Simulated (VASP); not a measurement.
Here is a VASP 6.6.1 calculation.

INCAR

```
ALGO     = Normal         # electronic algorithm
EDIFF    = 1E-6           # SCF threshold, eV
ENCUT    = 500            # plane-wave cutoff, eV
GGA      = PE             # functional
GGA_COMPAT= F            
ISIF     = 2              # what is computed and relaxed
ISMEAR   = 0              # smearing method
LASPH    = T              # aspherical terms in the spheres
LCHARG   = T              # write CHGCAR
LELF     = T              # ELF
LREAL    = F              # projectors in reciprocal space
LVHAR    = T            
LWAVE    = F              # write WAVECAR
NBANDS   = 34             # bands
NELM     = 120            # most SCF steps
PREC     = Accurate       # precision mode
SIGMA    = 0.15           # smearing width, eV
```

The input KPOINTS:

```
k-points
0
Gamma
  3 3 3
```

File POSCAR:

```
NbSnSe4
1.0
   -2.7511685022      2.7511685022      5.4066488186
    2.7511685022     -2.7511685022      5.4066488186
    2.7511685022      2.7511685022     -5.4066488186
Nb Sn Se
1 1 4
Direct
    0.0000000000      0.0000000000      0.0000000000
    0.5000000000      0.5000000000      0.0000000000
    0.2256754041      0.2256754041      0.0000000000
    0.7743245959      0.7743245959      0.0000000000
    0.5000000000      0.0000000000      0.5000000000
    0.0000000000      0.5000000000      0.5000000000
```

Potentials or basis: VASP PAW PBE potentials, release 64 (Nb_sv, Sn_d, Se).

Launch:

```console
$ cat potpaw_PBE.64/Nb_sv/POTCAR potpaw_PBE.64/Sn_d/POTCAR potpaw_PBE.64/Se/POTCAR > POTCAR
$ mpirun -np 1 vasp_std > vasp.out
```

Q: What does it give for the pressure?

A: 0.1 GPa.

Q: What does it give for the largest force?

A: 0.008 eV/Å.

Forces in eV/Å, atoms in the order of the input:
```
Nb   0.000  0.000  0.000
Sn   0.000  0.000  0.000
Se   0.000  0.000  0.008
Se   0.000  0.000 -0.008
Se   0.000  0.000  0.000
Se   0.000  0.000  0.000
```

Caveat: the k points lie up to 0.54 Å⁻¹ apart.
